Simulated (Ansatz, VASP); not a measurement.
**BiH2: VASP beside Ansatz**

```
Bi H
1.0
     3.84050    0.00000    0.00000
    -1.92025    3.32597    0.00000
     0.00000    0.00000    3.18993
Bi H
1 2
Direct
  0.00000 0.00000 0.00000
  0.33333 0.66667 0.82761
  0.66667 0.33333 0.17239
```

Alike in both runs: functional PBE; dispersion D3(BJ); k mesh 6 × 6 × 6; occupations gaussian, width 0.1 eV; no spin polarisation.

Ansatz relaxed the structure, and its values are those at the end. VASP's run is a single point on that final structure, the one shown.

```csv
,VASP,Ansatz
version,VASP 6.6.1,Ansatz 0.2.0
potentials or method,"VASP PAW PBE potentials, release 64 (Bi_d, H), cutoff 520 eV","scalar-relativistic, plane waves, PAW"
valence electrons in the cell,17,17
```

Ansatz gave:

* gap on the k mesh at the Fermi level (eV): none
* pressure (GPa): 0.1

Problem. What did VASP give for the same quantities?

Solution. gap on the k mesh at the Fermi level (eV): none; pressure (GPa): -0.1.

A gap of «none» marks a metal or a gap that the smearing closes.

Spin-orbit coupling is off throughout.
